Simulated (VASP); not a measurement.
# Mg5SiN2 (P6mm) in VASP: single point with PBE

Aim: the single point of Mg5SiN2 with PBE.

Everything below comes from runs of VASP 6.6.1. Logs are shortened: lines on timing, memory, paths and dates and some standing lists are left out, and cuts for length are marked.

**1. The cell of the first run**

Symmetry: P6mm, No. 183, hexagonal system. Conventional cell: a = 5.963 Å, b = 5.963 Å, c = 5.643 Å, α = 90.00°, β = 90.00°, γ = 120.00°. Within 2.6 Å of Mg (site symmetry 2mm) lie 2 N at 1.94 Å. Mg (site symmetry 3m) has 1 N at 1.94 Å within 2.6 Å. Si (site symmetry 6mm) has 12 Mg at 3.29 to 3.72 Å and 6 N at 4.14 Å within 4.3 Å. Within 2.6 Å of N (site symmetry 3m) lie 4 Mg at 1.94 Å.

The cell was built from a structure type or drawn by symmetry, and may not be a known phase.

**2. Single point, PBE**

INCAR reads:

```
SYSTEM = Mg5SiN2
PREC = Accurate ; ENCUT = 600
EDIFF = 1E-6 ; ISMEAR = 0
SIGMA = 0.15 ; LREAL = .FALSE.
LASPH = .TRUE. ; NELM = 120
ALGO = Normal ; ISIF = 2
LWAVE = .FALSE. ; LCHARG = .FALSE.
GGA = PE ; NBANDS = 22
GGA_COMPAT = .FALSE.
```

KPOINTS reads:

```
regular mesh
0
G
  3 3 2
  0 0 0
```

POSCAR reads:

```
Mg5SiN2
1.0
    5.9631689121     -0.0000000035      0.0000000000
   -2.9815844530      5.1642557667      0.0000000000
    0.0000000000      0.0000000000      5.6428300077
Mg Si N
5 1 2
Direct
    0.5000000000      0.0000000000      0.0700430535
    0.0000000000      0.5000000000      0.0700430535
    0.5000000000      0.5000000000      0.0700430535
    0.3333333333      0.6666666667      0.5673987950
    0.6666666667      0.3333333333      0.5673987950
    0.0000000000      0.0000000000      0.3178878591
    0.3333333333      0.6666666667      0.9118446552
    0.6666666667      0.3333333333      0.9118446552
```

Potentials or basis: VASP PAW PBE potentials, release 64 (Mg, Si, N).

On the command line:

```sh
$ cat potpaw_PBE.64/Mg/POTCAR potpaw_PBE.64/Si/POTCAR potpaw_PBE.64/N/POTCAR > POTCAR
$ mpirun -np 1 vasp_std > vasp.out
```

OUTCAR:

```text
SYSTEM = Mg5SiN2
   PREC = Accurate
   ENCUT = 600
   EDIFF = 1E-6
   ISMEAR = 0
   LREAL = .FALSE.
   LASPH = .TRUE.
   NELM = 120
   ISIF = 2
   GGA = PE

 ion  position               nearest neighbor table
   1  0.500  0.000  0.070-   7 1.94   8 1.94   3 2.98   3 2.98   2 2.98   2 2.98   4 3.29   5 3.29
                             6 3.29   6 3.29   5 3.32   4 3.32
   2  0.000  0.500  0.070-   7 1.94   8 1.94   3 2.98   3 2.98   1 2.98   1 2.98   4 3.29   5 3.29
                             6 3.29   6 3.29   5 3.32   4 3.32
   3  0.500  0.500  0.070-   7 1.94   8 1.94   2 2.98   2 2.98   1 2.98   1 2.98   4 3.29   5 3.29
                             6 3.29   6 3.29   5 3.32   4 3.32
   4  0.333  0.667  0.567-   7 1.94   2 3.29   1 3.29   3 3.29   2 3.32   1 3.32   3 3.32   5 3.44
                             5 3.44   5 3.44
   5  0.667  0.333  0.567-   8 1.94   2 3.29   1 3.29   3 3.29   2 3.32   1 3.32   3 3.32   4 3.44
                             4 3.44   4 3.44
   6  0.000  0.000  0.318-   1 3.29   1 3.29   2 3.29   2 3.29   3 3.29   3 3.29
   7  0.333  0.667  0.912-   2 1.94   1 1.94   3 1.94   4 1.94
   8  0.667  0.333  0.912-   2 1.94   1 1.94   3 1.94   5 1.94

  LATTYP: Found a hexagonal cell.
 ALAT       =     5.9631689121
 C/A-ratio  =     0.9462804242

  Lattice vectors:

 A1 = (   5.9631689121,  -0.0000000035,   0.0000000000)
 A2 = (  -2.9815844530,   5.1642557667,   0.0000000000)
 A3 = (   0.0000000000,   0.0000000000,   5.6428300077)

Analysis of symmetry for initial positions (statically):
=====================================================================
 Subroutine PRICEL returns:
 Original cell was already a primitive cell.

 Routine SETGRP: Setting up the symmetry group for a
 hexagonal supercell.

 Subroutine GETGRP returns: Found 12 space group operations
 (whereof 12 operations were pure point group operations)
 out of a pool of 24 trial point group operations.

The static configuration has the point symmetry C_6v.

Analysis of symmetry for dynamics (positions and initial velocities):
=====================================================================
 Subroutine PRICEL returns:
 Original cell was already a primitive cell.

 Routine SETGRP: Setting up the symmetry group for a
 hexagonal supercell.

 Subroutine GETGRP returns: Found 12 space group operations
 (whereof 12 operations were pure point group operations)
 out of a pool of 24 trial point group operations.

The dynamic configuration has the point symmetry C_6v.

 Subroutine INISYM returns: Found 12 space group operations
 (whereof 12 operations are pure point group operations),
 and found     1 'primitive' translations

----------------------------------------------------------------------------------------

                                     Primitive cell

  volume of cell :     173.7728

  direct lattice vectors                    reciprocal lattice vectors
     5.963168912 -0.000000003  0.000000000     0.167696072  0.096819372  0.000000000
    -2.981584453  5.164255767  0.000000000     0.000000000  0.193638744  0.000000000
     0.000000000  0.000000000  5.642830008     0.000000000  0.000000000  0.177216042

  length of vectors
     5.963168912  5.963168912  5.642830008     0.193638744  0.193638744  0.177216042

  position of ions in fractional coordinates (direct lattice)
     0.500000000  0.000000000  0.070043054
     0.000000000  0.500000000  0.070043054
     0.500000000  0.500000000  0.070043054
     0.333333333  0.666666667  0.567398795
     0.666666667  0.333333333  0.567398795
     0.000000000  0.000000000  0.317887859
     0.333333333  0.666666667  0.911844655
     0.666666667  0.333333333  0.911844655

  ion indices of the primitive-cell ions
   primitive index   ion index
                 1           1
                 2           2
                 3           3
                 4           4
                 5           5
                 6           6
                 7           7
                 8           8

----------------------------------------------------------------------------------------

 KPOINTS: regular mesh

Automatic generation of k-mesh.
 Grid dimensions read from file:
 generate k-points for:    3    3    2

 Generating k-lattice:

  Cartesian coordinates                     Fractional coordinates (reciprocal lattice)
     0.055898691  0.032273124  0.000000000     0.333333333  0.000000000  0.000000000
     0.000000000  0.064546248  0.000000000     0.000000000  0.333333333  0.000000000
     0.000000000  0.000000000  0.088608021     0.000000000  0.000000000  0.500000000

  Length of vectors
     0.064546248  0.064546248  0.088608021

  Shift w.r.t. Gamma in fractional coordinates (k-lattice)
     0.000000000  0.000000000  0.000000000

 Subroutine IBZKPT returns following result:
 ===========================================

 Found      6 irreducible k-points:

 Following reciprocal coordinates:
            Coordinates               Weight
  0.000000  0.000000  0.000000      1.000000
  0.333333  0.000000  0.000000      6.000000
  0.333333  0.333333  0.000000      2.000000
  0.000000  0.000000  0.500000      1.000000
  0.333333  0.000000  0.500000      6.000000
  0.333333  0.333333  0.500000      2.000000
   k-points           NKPTS =      6   k-points in BZ     NKDIM =      6   number of bands    NBANDS=     22
   number of dos      NEDOS =    301   number of ions     NIONS =      8
   total plane-waves  NPLWV = 110592
   dimension x,y,z NGX =    48 NGY =   48 NGZ =   48
   dimension x,y,z NGXF=    96 NGYF=   96 NGZF=   96
   ions per type =               5   1   2
   NGX,Y,Z   is equivalent  to a cutoff of  13.38, 13.38, 14.14 a.u.
   NGXF,Y,Z  is equivalent  to a cutoff of  26.76, 26.76, 28.28 a.u.
 SYSTEM =  Mg5SiN2
   PREC   = accura    normal or accurate (medium, high low for compatibility)
   ISTART =      0    job   : 0-new  1-cont  2-samecut
   ICHARG =      2    charge: 1-file 2-atom 10-const
   ISPIN  =      1    spin polarized calculation?
   LNONCOLLINEAR =      F non collinear calculations
   LSORBIT =      F    spin-orbit coupling
   LASPH  =      T    aspherical Exc in radial PAW
   ENCUT  =  600.0 eV  44.10 Ry    6.64 a.u.  11.91 11.91 11.27*2*pi/ulx,y,z
   NELM   =    120;   NELMIN=  2; NELMDL= -5     # of ELM steps
   EDIFF  = 0.1E-05   stopping-criterion for ELM
   LREAL  =      F    real-space projection
   EDIFFG = 0.1E-04   stopping-criterion for IOM
   NSW    =      0    number of steps for IOM
   IBRION =     -1    ionic relax: 0-MD 1-quasi-New 2-CG
   NFREE  =      0    steps in history (QN), initial steepest desc. (CG)
   ISIF   =      2    stress and relaxation
   ISYM   =      2    0-nonsym 1-usesym 2-fastsym
   POTIM  = 0.5000    time-step for ionic-motion
   TEBEG  =    0.0;   TEEND  =   0.0 temperature during run
   PSTRESS=    0.0 pullay stress
   NELECT =      24.0000    total number of electrons
   NUPDOWN=      -1.0000    fix difference up-down
   EMIN   =  10.00;   EMAX   =-10.00  energy-range for DOS
   EFERMI =   0.00;   METHOD = LEGACY
   ISMEAR =     0;   SIGMA  =   0.15  broadening in eV -4-tet -1-fermi 0-gaus
   EFERMI_NEDOS =   21; number of points for ismear=-14 and -15
   IALGO  =     38    algorithm
   IMIX   =      4    mixing-type and parameters
     AMIX     =   0.40;   BMIX     =  1.00
     AMIX_MAG =   1.60;   BMIX_MAG =  1.00
  volume/ion in A,a.u.               =      21.72       146.58
  Fermi-wavevector in a.u.,A,eV,Ry     =   0.846223  1.599129  9.743033  0.716093
  Thomas-Fermi vector in A             =   1.961536
   LORBIT       =      0    0 simple, 1 ext, 2 COOP (PROOUT), +10 PAW based schemes
   GGA     = PE    functional components
   LHFCALC =     F    Hartree Fock is set to
   AEXX    =    0.0000 exact exchange contribution
   IVDW    =     0    specifies the selected vdW correction
   LEPSILON=     F    determine dielectric tensor
   LRPA    =     F    only Hartree local field effects (RPA)
 non-spin polarized calculation
 Gauss-broadening in eV      SIGMA  =   0.15
  energy-cutoff  :      600.00
  volume of cell :      173.77
 maximum number of plane-waves:      5849
 NGX is ok and might be reduce to    48
   NGX = 23   NGY = 23   NGZ = 23

 number of electron      24.0000003 magnetization

 Free energy of the ion-electron system (eV)
  ---------------------------------------------------
  ext. energy  EPLUGINS =         0.00000000
  ---------------------------------------------------
  free energy    TOTEN  =       -29.65095666 eV

  energy without entropy =      -29.62869834  energy(sigma->0) =      -29.63982750

 E-fermi :   1.6296     XC(G=0):  -8.1073

 val. band max:        1.6039327726   @ k =   0.0000   0.0000   0.5000
 cond. band min:       1.8392430375   @ k =   0.3333   0.0000   0.0000
 fundamental gap:      0.2353102650
 Fermi energy:         1.6295749933

 k-point     1 :       0.0000    0.0000    0.0000
  band No.  band energies     occupation
      1     -11.4543      2.00000
      2     -10.8941      2.00000
      3      -5.1950      2.00000
      4      -1.7508      2.00000
      5      -1.1860      2.00000
      6      -1.1860      2.00000
[... 14 lines left out ...]
     21       6.5328      0.00000
     22       7.1103      0.00000

 k-point     2 :       0.3333    0.0000    0.0000
  band No.  band energies     occupation
      1     -11.3381      2.00000
      2     -11.0164      2.00000
      3      -5.0612      2.00000
      4      -1.8444      2.00000
      5      -1.5966      2.00000
      6      -1.3852      2.00000
[... 14 lines left out ...]
     21       7.0091      0.00000
     22       7.3466      0.00000

 k-point     3 :       0.3333    0.3333    0.0000
  band No.  band energies     occupation
      1     -11.1786      2.00000
      2     -11.1786      2.00000
      3      -4.9943      2.00000
      4      -1.7744      2.00000
      5      -1.7744      2.00000
      6      -1.3041      2.00000
[... 14 lines left out ...]
     21       7.1282      0.00000
     22       7.6889      0.00000

 k-point     4 :       0.0000    0.0000    0.5000
  band No.  band energies     occupation
      1     -11.4300      2.00000
      2     -10.8846      2.00000
      3      -5.3184      2.00000
      4      -2.0595      2.00000
      5      -1.0526      2.00000
      6      -1.0526      2.00000
[... 14 lines left out ...]
     21       7.6776      0.00000
     22       7.6776      0.00000

 k-point     5 :       0.3333    0.0000    0.5000
  band No.  band energies     occupation
      1     -11.3179      2.00000
      2     -11.0043      2.00000
      3      -5.0566      2.00000
      4      -2.6083      2.00000
      5      -1.5213      2.00000
      6      -1.3381      2.00000
[... 14 lines left out ...]
     21       7.3530      0.00000
     22       7.6975      0.00000

 k-point     6 :       0.3333    0.3333    0.5000
  band No.  band energies     occupation
      1     -11.1629      2.00000
      2     -11.1629      2.00000
      3      -4.8963      2.00000
      4      -2.4423      2.00000
      5      -2.4423      2.00000
      6      -1.5966      2.00000
[... 14 lines left out ...]
     21       7.9378      0.00000
     22       7.9383      0.00000

------------------------ aborting loop because EDIFF is reached ----------------------------------------

  FORCE on cell =-STRESS in cart. coord.  units (eV):
  Direction    XX          YY          ZZ          XY          YZ          ZX
  --------------------------------------------------------------------------------------
  -------------------------------------------------------------------------------------
  Total        0.7353734      0.7353734     -0.1750741      0.0000000      0.0000000      0.0000000
  in kB        6.7801094      6.7801094     -1.6141751      0.0000000      0.0000000      0.0000000
  external PRESSURE =       3.9820146 kB  Pullay stress =       0.0000000 kB

 VOLUME and BASIS-vectors are now :
 -----------------------------------------------------------------------------
  energy-cutoff  :      600.00
  volume of cell :      173.77
      direct lattice vectors                 reciprocal lattice vectors
     5.963168912 -0.000000003  0.000000000     0.167696072  0.096819372  0.000000000
    -2.981584453  5.164255767  0.000000000     0.000000000  0.193638744  0.000000000
     0.000000000  0.000000000  5.642830008     0.000000000  0.000000000  0.177216042

 POSITION                                       TOTAL-FORCE (eV/Angst)
 -----------------------------------------------------------------------------------
      2.98158     -0.00000      0.39524         0.000000     -0.000000      0.004865
     -1.49079      2.58213      0.39524         0.000000     -0.000000      0.004865
      1.49079      2.58213      0.39524         0.000000     -0.000000      0.004865
      0.00000      3.44284      3.20173         0.000000     -0.000000     -0.033858
      2.98158      1.72142      3.20173         0.000000     -0.000000     -0.033858
      0.00000      0.00000      1.79379         0.000000     -0.000000      0.011411
      0.00000      3.44284      5.14538        -0.000000      0.000000      0.020855
      2.98158      1.72142      5.14538         0.000000     -0.000000      0.020855
 -----------------------------------------------------------------------------------
    total drift:                                0.000000      0.000000     -0.000655

  FREE ENERGIE OF THE ION-ELECTRON SYSTEM (eV)
  ---------------------------------------------------
  free  energy   TOTEN  =       -29.6509566580 eV

  energy  without entropy=      -29.6286983443  energy(sigma->0) =      -29.63982750
```

Run time: 60 s. Hardware: 1 thread of AMD EPYC 7R43 (Zen 3), shared host; peak memory 0.29 GiB.

What came out:

```yaml
Free_energy: -29.6510 eV
Pressure: 0.4 GPa
Largest_force: 0.034 eV/Å
```

Forces in eV/Å, atoms in the order of the input:
```
Mg   0.000  0.000  0.005
Mg   0.000  0.000  0.005
Mg   0.000  0.000  0.005
Mg   0.000  0.000 -0.034
Mg   0.000  0.000 -0.034
Si   0.000  0.000  0.011
N    0.000  0.000  0.021
N    0.000  0.000  0.021
```

Stress tensor (GPa, compression positive):
```
 0.68  0.00  0.00
 0.00  0.68  0.00
 0.00  0.00 -0.16
```

Caveat: the k points lie up to 0.56 Å⁻¹ apart.
